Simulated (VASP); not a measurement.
# Pt (Im-3m) in VASP: a series of runs

The runs below take Pt through single point, with PBE0.

Everything below comes from runs of VASP 6.6.1. Logs are shortened: lines on timing, memory, paths and dates and some standing lists are left out, and cuts for length are marked.

## 1. The cell of the first run

The structure is cubic, space group Im-3m (No. 229). The conventional cell has a = 3.104 Å, b = 3.104 Å, c = 3.104 Å, α = 90.00°, β = 90.00°, γ = 90.00°. Within 3.5 Å of Pt (site symmetry m-3m) lie 14 Pt at 2.69 to 3.10 Å.

## 2. Single point, PBE0

POSCAR reads:

```
Pt
1.0
   -1.5518799051      1.5518799051      1.5518799051
    1.5518799051     -1.5518799051      1.5518799051
    1.5518799051      1.5518799051     -1.5518799051
Pt
1
Direct
    0.0000000000      0.0000000000      0.0000000000
```

INCAR.step1 reads:

```
SYSTEM = Pt
PREC     = Accurate       ! precision mode
ENCUT    = 520            ! plane-wave cutoff, eV
EDIFF    = 1E-5           ! SCF threshold, eV
ISMEAR   = -1             ! smearing method
SIGMA    = 0.05           ! smearing width, eV
LREAL    = .FALSE.        ! projectors in reciprocal space
LASPH    = .TRUE.         ! aspherical terms in the spheres
NELM     = 80             ! most SCF steps
ALGO     = Normal         ! electronic algorithm
ISIF     = 2              ! what is computed and relaxed
LWAVE    = .TRUE.         ! write WAVECAR
LCHARG   = .FALSE.        ! write CHGCAR
GGA      = PE             ! functional
NBANDS   = 11             ! bands
```

INCAR.step2 reads:

```
SYSTEM = Pt
PREC     = Accurate       ! precision mode
ENCUT    = 520            ! plane-wave cutoff, eV
EDIFF    = 1E-6           ! SCF threshold, eV
ISMEAR   = -1             ! smearing method
SIGMA    = 0.05           ! smearing width, eV
LREAL    = .FALSE.        ! projectors in reciprocal space
LASPH    = .TRUE.         ! aspherical terms in the spheres
NELM     = 80             ! most SCF steps
ALGO     = Normal         ! electronic algorithm
ISIF     = 2              ! what is computed and relaxed
LWAVE    = .FALSE.        ! write WAVECAR
LCHARG   = .FALSE.        ! write CHGCAR
GGA      = PE             ! functional
LHFCALC  = .TRUE.         ! exact exchange
AEXX     = 0.25           ! exact-exchange fraction
PRECFOCK = Normal       
ISTART   = 1            
NBANDS   = 11             ! bands
```

KPOINTS reads:

```
regular mesh
0
G
  6 6 6
  0 0 0
```

Potentials or basis: VASP PAW PBE potentials, release 64 (Pt).

The run is started by

```
cat potpaw_PBE.64/Pt/POTCAR > POTCAR
cp INCAR.step1 INCAR
mpirun -np 1 vasp_std > vasp.out
cp INCAR.step2 INCAR
mpirun -np 1 vasp_std > vasp.out
```

OUTCAR:

```text
SYSTEM = Pt
   PREC = Accurate
   ENCUT = 520
   EDIFF = 1E-6
   ISMEAR = -1
   LREAL = .FALSE.
   LASPH = .TRUE.
   NELM = 80
   ISIF = 2
   GGA = PE
   LHFCALC = .TRUE.
   AEXX = 0.25
   PRECFOCK = Normal
   ISTART = 1

 ion  position               nearest neighbor table
   1  0.000  0.000  0.000-

  LATTYP: Found a body centered cubic cell.
 ALAT       =     3.1037598102

  Lattice vectors:

 A1 = (  -1.5518799051,   1.5518799051,   1.5518799051)
 A2 = (   1.5518799051,  -1.5518799051,   1.5518799051)
 A3 = (   1.5518799051,   1.5518799051,  -1.5518799051)

Analysis of symmetry for initial positions (statically):
=====================================================================
 Subroutine PRICEL returns:
 Original cell was already a primitive cell.

 Routine SETGRP: Setting up the symmetry group for a
 body centered cubic supercell.

 Subroutine GETGRP returns: Found 48 space group operations
[... 9 lines left out ...]

 Routine SETGRP: Setting up the symmetry group for a
 body centered cubic supercell.

 Subroutine GETGRP returns: Found 48 space group operations
[... 11 lines left out ...]
                                     Primitive cell

  volume of cell :      14.9498

  direct lattice vectors                    reciprocal lattice vectors
    -1.551879905  1.551879905  1.551879905     0.000000000  0.322189880  0.322189880
     1.551879905 -1.551879905  1.551879905     0.322189880  0.000000000  0.322189880
     1.551879905  1.551879905 -1.551879905     0.322189880  0.322189880  0.000000000

  length of vectors
     2.687934843  2.687934843  2.687934843     0.455645298  0.455645298  0.455645298

  position of ions in fractional coordinates (direct lattice)
     0.000000000  0.000000000  0.000000000

  ion indices of the primitive-cell ions
   primitive index   ion index
                 1           1

----------------------------------------------------------------------------------------

 KPOINTS: regular mesh

Automatic generation of k-mesh.
 Grid dimensions read from file:
 generate k-points for:    6    6    6

 Generating k-lattice:

  Cartesian coordinates                     Fractional coordinates (reciprocal lattice)
     0.000000000  0.053698313  0.053698313     0.166666667  0.000000000  0.000000000
     0.053698313  0.000000000  0.053698313     0.000000000  0.166666667  0.000000000
     0.053698313  0.053698313  0.000000000     0.000000000  0.000000000  0.166666667

  Length of vectors
     0.075940883  0.075940883  0.075940883

  Shift w.r.t. Gamma in fractional coordinates (k-lattice)
     0.000000000  0.000000000  0.000000000

 Subroutine IBZKPT returns following result:
 ===========================================

 Found     16 irreducible k-points:

 Following reciprocal coordinates:
            Coordinates               Weight
  0.000000  0.000000  0.000000      1.000000
  0.166667  0.000000  0.000000     12.000000
  0.333333  0.000000  0.000000     12.000000
  0.500000  0.000000  0.000000      6.000000
  0.166667  0.166667  0.000000     24.000000
  0.333333  0.166667  0.000000     48.000000
[... 8 lines left out ...]
  0.500000  0.500000  0.333333     12.000000
  0.500000  0.500000  0.500000      1.000000
   k-points           NKPTS =     16   k-points in BZ     NKDIM =    216   number of bands    NBANDS=     11
   number of dos      NEDOS =    301   number of ions     NIONS =      1
   total plane-waves  NPLWV =   8000
   dimension x,y,z NGX =    20 NGY =   20 NGZ =   20
   dimension x,y,z NGXF=    40 NGYF=   40 NGZF=   40
   ions per type =               1
   NGX,Y,Z   is equivalent  to a cutoff of  12.37, 12.37, 12.37 a.u.
   NGXF,Y,Z  is equivalent  to a cutoff of  24.74, 24.74, 24.74 a.u.
 SYSTEM =  Pt
   PREC   = accura    normal or accurate (medium, high low for compatibility)
   ISTART =      1    job   : 0-new  1-cont  2-samecut
   ICHARG =      0    charge: 1-file 2-atom 10-const
   ISPIN  =      1    spin polarized calculation?
   LNONCOLLINEAR =      F non collinear calculations
   LSORBIT =      F    spin-orbit coupling
   LASPH  =      T    aspherical Exc in radial PAW
   ENCUT  =  520.0 eV  38.22 Ry    6.18 a.u.   5.00  5.00  5.00*2*pi/ulx,y,z
   NELM   =     80;   NELMIN=  2; NELMDL=  0     # of ELM steps
   EDIFF  = 0.1E-05   stopping-criterion for ELM
   LREAL  =      F    real-space projection
   EDIFFG = 0.1E-04   stopping-criterion for IOM
   NSW    =      0    number of steps for IOM
   IBRION =     -1    ionic relax: 0-MD 1-quasi-New 2-CG
   NFREE  =      0    steps in history (QN), initial steepest desc. (CG)
   ISIF   =      2    stress and relaxation
   ISYM   =      3    0-nonsym 1-usesym 2-fastsym
   POTIM  = 0.5000    time-step for ionic-motion
   TEBEG  =    0.0;   TEEND  =   0.0 temperature during run
   PSTRESS=    0.0 pullay stress
   NELECT =      10.0000    total number of electrons
   NUPDOWN=      -1.0000    fix difference up-down
   EMIN   =  10.00;   EMAX   =-10.00  energy-range for DOS
   EFERMI =   0.00;   METHOD = LEGACY
   ISMEAR =    -1;   SIGMA  =   0.05  broadening in eV -4-tet -1-fermi 0-gaus
   EFERMI_NEDOS =   21; number of points for ismear=-14 and -15
   IALGO  =     38    algorithm
   IMIX   =      1    mixing-type and parameters
     AMIX     =   0.40;   BMIX     =  1.00
     AMIX_MAG =   1.60;   BMIX_MAG =  1.00
  volume/ion in A,a.u.               =      14.95       100.89
  Fermi-wavevector in a.u.,A,eV,Ry     =   1.431737  2.705592 27.890204  2.049872
  Thomas-Fermi vector in A             =   2.551441
   LORBIT       =      0    0 simple, 1 ext, 2 COOP (PROOUT), +10 PAW based schemes
   GGA     = PE    functional components
   LHFCALC =     T    Hartree Fock is set to
   PRECFOCK=normal    Normal, Fast or Accurate (Low or Medium for compatibility)
   ENCUT4O =  -1.0   cutoff for four orbital integrals eV
   NKREDX  =     1    reduce k-point grid by
   NKREDY  =     1    reduce k-point grid by
   NKREDZ  =     1    reduce k-point grid by
   AEXX    =    0.2500 exact exchange contribution
   HFSCREEN=    0.0000 screening length (either q_TF or 0.3 A-1)
   HFSCREENC=   0.0000 screening length for correlation (either q_TF or 0.3 A-1)
   ENCUTFOCK=  -1.0 apply spherical cutoff to Coloumb kernel
   IVDW    =     0    specifies the selected vdW correction
   LEPSILON=     F    determine dielectric tensor
   LRPA    =     F    only Hartree local field effects (RPA)
 non-spin polarized calculation
  energy-cutoff  :      520.00
  volume of cell :       14.95
 maximum number of plane-waves:       418
  NGX = 16; NGY = 16; NGZ = 16

 number of electron      10.0000000 magnetization

 Free energy of the ion-electron system (eV)
  ---------------------------------------------------
  ext. energy  EPLUGINS =         0.00000000
  ---------------------------------------------------
  free energy    TOTEN  =        -7.40542640 eV

  energy without entropy =       -7.40223879  energy(sigma->0) =       -7.40383260

 E-fermi :  10.6498     XC(G=0): -10.5851

 val. band max:        9.7768053337   @ k =   0.3333   0.0000   0.0000
 cond. band min:      10.7696551775   @ k =  -0.3333   0.5000   0.1667
 fundamental gap:      0.9928498438
 Fermi energy:        10.6497576036

 k-point     1 :       0.0000    0.0000    0.0000
  band No.  band energies     occupation
      1      -0.6266      2.00000
      2       5.8580      2.00000
      3       5.8580      2.00000
      4       5.8580      2.00000
      5       8.5229      2.00000
      6       8.5229      2.00000
      7      29.5329      0.00000
      8      29.5329      0.00000
      9      29.5329      0.00000
     10      40.5077      0.00000
     11      40.5077      0.00000

 k-point     2 :       0.1667    0.0000    0.0000
  band No.  band energies     occupation
      1       0.6239      2.00000
      2       5.3904      2.00000
      3       5.8439      2.00000
      4       6.9497      2.00000
      5       8.1097      2.00000
      6       8.6046      2.00000
      7      29.6510      0.00000
      8      29.7850      0.00000
      9      31.3286      0.00000
     10      35.9773      0.00000
     11      36.2734      0.00000

 k-point     3 :       0.3333    0.0000    0.0000
  band No.  band energies     occupation
      1       2.3644      2.00000
      2       4.5592      2.00000
      3       7.1229      2.00000
      4       8.3850      2.00000
      5       8.8805      2.00000
      6       9.7768      2.00000
      7      24.0552      0.00000
      8      27.0937      0.00000
      9      32.2793      0.00000
     10      35.6591      0.00000
     11      37.0452      0.00000

 k-point     4 :       0.5000    0.0000    0.0000
  band No.  band energies     occupation
      1       2.3123      2.00000
      2       4.1845      2.00000
      3       8.4552      2.00000
      4       9.0571      2.00000
      5      11.3099      0.00000
      6      12.3945      0.00000
      7      19.0997      0.00000
      8      25.5681      0.00000
      9      28.9541      0.00000
     10      37.1266      0.00000
     11      38.7508      0.00000
[... 127 lines left out ...]
 k-point    14 :      -0.3333    0.3333    0.3333
  band No.  band energies     occupation
      1       3.8075      2.00000
      2       3.8940      2.00000
      3       8.1858      2.00000
      4       8.1858      2.00000
      5       9.5809      2.00000
      6      13.5587      0.00000
      7      25.4909      0.00000
      8      25.4909      0.00000
      9      27.6312      0.00000
     10      31.5016      0.00000
     11      37.4370      0.00000

 k-point    15 :       0.5000    0.5000    0.3333
  band No.  band energies     occupation
      1       3.2044      2.00000
      2       3.4715      2.00000
      3       8.5127      2.00000
      4       8.9970      2.00000
      5      11.9360      0.00000
      6      18.6888      0.00000
      7      19.0484      0.00000
      8      22.7831      0.00000
      9      29.8263      0.00000
     10      32.4511      0.00000
     11      33.3430      0.00000

 k-point    16 :       0.5000    0.5000    0.5000
  band No.  band energies     occupation
      1       2.6174      2.00000
      2       2.6174      2.00000
      3      11.7511      0.00000
      4      11.7511      0.00000
      5      11.7511      0.00000
      6      19.8741      0.00000
      7      19.8741      0.00000
      8      19.8741      0.00000
      9      26.5327      0.00000
     10      32.3845      0.00000
     11      32.3845      0.00000

------------------------ aborting loop because EDIFF is reached ----------------------------------------

  FORCE on cell =-STRESS in cart. coord.  units (eV):
  Direction    XX          YY          ZZ          XY          YZ          ZX
  --------------------------------------------------------------------------------------
  -------------------------------------------------------------------------------------
  Total        0.6821201      0.6821201      0.6821201      0.0000000      0.0000000     -0.0000000
  in kB       73.1033228     73.1033228     73.1033228      0.0000000      0.0000000     -0.0000000
  external PRESSURE =      73.1033228 kB  Pullay stress =       0.0000000 kB

 VOLUME and BASIS-vectors are now :
 -----------------------------------------------------------------------------
  energy-cutoff  :      520.00
  volume of cell :       14.95
      direct lattice vectors                 reciprocal lattice vectors
    -1.551879905  1.551879905  1.551879905     0.000000000  0.322189880  0.322189880
     1.551879905 -1.551879905  1.551879905     0.322189880  0.000000000  0.322189880
     1.551879905  1.551879905 -1.551879905     0.322189880  0.322189880  0.000000000

 POSITION                                       TOTAL-FORCE (eV/Angst)
 -----------------------------------------------------------------------------------
      0.00000      0.00000      0.00000        -0.000000     -0.000000     -0.000000
 -----------------------------------------------------------------------------------
    total drift:                               -0.000000      0.000000      0.000000

  FREE ENERGIE OF THE ION-ELECTRON SYSTEM (eV)
  ---------------------------------------------------
  free  energy   TOTEN  =        -7.4054263981 eV

  energy  without entropy=       -7.4022387948  energy(sigma->0) =       -7.40383260
```

It took 3.9 min on 1 thread of Intel Xeon Platinum 8488C (Sapphire Rapids), shared host; peak memory 0.13 GiB.

Results:

| Item | Value |
| --- | --- |
| Free energy | -7.4054 eV |
| Pressure | 7.3 GPa |
| Band gap on the k mesh | zero (band 5 reaches 12.26 eV, above the bottom of band 6 at 8.52 eV) |

Levels at points of the mesh, in eV from the Fermi level:
```
           k point  band 2  band 3  band 4  band 5  band 6  band 7  band 8  band 9
(0.00, 0.00, 0.00)   -4.79   -4.79   -4.79   -2.13   -2.13   18.88   18.88   18.88
(0.50, 0.00, 0.00)   -6.47   -2.19   -1.59    0.66    1.74    8.45   14.92   18.30
(0.50, 0.50, 0.50)   -8.03    1.10    1.10    1.10    9.22    9.22    9.22   15.88
```

Caveat: the k points lie up to 0.48 Å⁻¹ apart; the PAW data sets were made with another functional, which shifts forces and pressure a little; spin-orbit coupling is left out, which moves the levels of the heavy elements.

## 3. Single point, PBE0

This run uses another cell than the first one, of 15.27 Å³/atom, 1.021 times its volume.

POSCAR reads:

```
Pt
1.0
   -1.5628089970      1.5628089970      1.5628089970
    1.5628089970     -1.5628089970      1.5628089970
    1.5628089970      1.5628089970     -1.5628089970
Pt
1
Direct
    0.0000000000      0.0000000000      0.0000000000
```

INCAR.step1 reads:

```
  PREC = Accurate
  ENCUT = 520
  EDIFF = 1E-5
  ISMEAR = -1
  SIGMA = 0.05
  LREAL = F
  LASPH = T
  NELM = 100
  ALGO = Normal
  ISIF = 2
  LWAVE = T
  LCHARG = F
  NBANDS = 11
  GGA = PE
```

INCAR.step2 reads:

```
  PREC = Accurate
  ENCUT = 520
  EDIFF = 1E-6
  ISMEAR = -1
  SIGMA = 0.05
  LREAL = F
  LASPH = T
  NELM = 100
  ALGO = Normal
  ISIF = 2
  LWAVE = F
  LCHARG = F
  GGA = PE
  LHFCALC = T
  AEXX = 0.25
  PRECFOCK = Normal
  NBANDS = 11
  ISTART = 1
```

KPOINTS reads:

```
regular mesh
0
Gamma
  6 6 6
```

Potentials or basis: VASP PAW PBE potentials, release 64 (Pt).

The run is started by

```
cat potpaw_PBE.64/Pt/POTCAR > POTCAR
cp INCAR.step1 INCAR
mpirun -np 1 vasp_std > vasp.out
cp INCAR.step2 INCAR
mpirun -np 1 vasp_std > vasp.out
```

Wall time 3.9 min (1 thread of Intel Xeon Platinum 8488C (Sapphire Rapids), shared host); peak memory 0.13 GiB.

It converged, with:

* Free energy: -7.4142 eV
* Pressure: 1.2 GPa
* Band gap on the k mesh: zero (band 5 reaches 11.81 eV, above the bottom of band 6 at 8.17 eV)

Levels at points of the mesh, in eV from the Fermi level:
```tsv
k point	band 3	band 4	band 5	band 6	band 7	band 8
(0.00, 0.00, 0.00)	-4.66	-4.66	-2.08	-2.08	18.89	18.89
(0.50, 0.00, 0.00)	-2.15	-1.57	0.74	1.69	8.25	14.92
(0.50, 0.50, 0.50)	1.07	1.07	1.07	9.17	9.17	9.17
```

Caveat: the k points lie up to 0.47 Å⁻¹ apart; the PAW data sets were made with another functional, which shifts forces and pressure a little; spin-orbit coupling is left out, which moves the levels of the heavy elements.

## 4. Single point, PBE0

This run uses another cell than the first one, of 15.59 Å³/atom, 1.043 times its volume.

POSCAR reads:

```
Pt
1.0
   -1.5735873306      1.5735873306      1.5735873306
    1.5735873306     -1.5735873306      1.5735873306
    1.5735873306      1.5735873306     -1.5735873306
Pt
1
Direct
    0.0000000000      0.0000000000      0.0000000000
```

INCAR.step1 reads:

```
PREC = Accurate
ENCUT = 520
EDIFF = 1E-5
ISMEAR = -1
SIGMA = 0.05
LREAL = False
LASPH = True
NELM = 100
ALGO = Normal
ISIF = 2
LWAVE = True
LCHARG = False
NBANDS = 11
GGA = PE
```

INCAR.step2 reads:

```
PREC = Accurate
ENCUT = 520
EDIFF = 1E-6
ISMEAR = -1
SIGMA = 0.05
LREAL = False
LASPH = True
NELM = 100
ALGO = Normal
ISIF = 2
LWAVE = False
LCHARG = False
GGA = PE
LHFCALC = True
AEXX = 0.25
PRECFOCK = Normal
NBANDS = 11
ISTART = 1
```

KPOINTS is that of step 3.

The run is started by

```
cat potpaw_PBE.64/Pt/POTCAR > POTCAR
cp INCAR.step1 INCAR
mpirun -np 1 vasp_std > vasp.out
cp INCAR.step2 INCAR
mpirun -np 1 vasp_std > vasp.out
```

Wall time 3.9 min (1 thread of Intel Xeon Platinum 8488C (Sapphire Rapids), shared host); peak memory 0.13 GiB.

The run converged. Its results:

```yaml
Free_energy: -7.4116 eV
Pressure: -4.1 GPa
Band_gap_on_the_k_mesh: zero (band 5 reaches 11.39 eV, above the bottom of band 6 at 7.84 eV)
```

Levels at points of the mesh, in eV from the Fermi level:
```
           k point  band 1  band 2  band 3  band 4  band 5  band 6  band 7  band 8  band 9  band 10
(0.00, 0.00, 0.00)  -10.79   -4.54   -4.54   -4.54   -2.04   -2.04   18.89   18.89   18.89    29.31
(0.50, 0.00, 0.00)   -7.89   -6.11   -2.11   -1.55    0.81    1.63    8.06   14.91   17.93    26.24
(0.50, 0.50, 0.50)   -7.57   -7.57    1.03    1.03    1.03    9.12    9.12    9.12   15.23    21.09
```

Caveat: the k points lie up to 0.47 Å⁻¹ apart; the PAW data sets were made with another functional, which shifts forces and pressure a little; spin-orbit coupling is left out, which moves the levels of the heavy elements.

## 5. Overview

| cell | gap on the mesh (eV) | pressure (GPa) |
| --- | --- | --- |
| a = 2.688 Å, angles 109.5°, 1 atom | none | 7.3 |
| a = 2.707 Å, angles 109.5°, 1 atom | none | 1.2 |
| a = 2.726 Å, angles 109.5°, 1 atom | none | -4.1 |

Alike in all rows: task single point; level PBE0; potentials or basis VASP PAW PBE potentials, release 64 (Pt); no spin polarisation; k mesh 6 × 6 × 6; cutoff (eV) 520; smearing fermi-dirac 0.05 eV.

Caveats: all runs use coarse meshes; the PAW data sets were made with another functional, which shifts forces and pressure a little; spin-orbit coupling is left out, which moves the levels of the heavy elements.

Absolute energies hang on the potentials; compare differences alone.
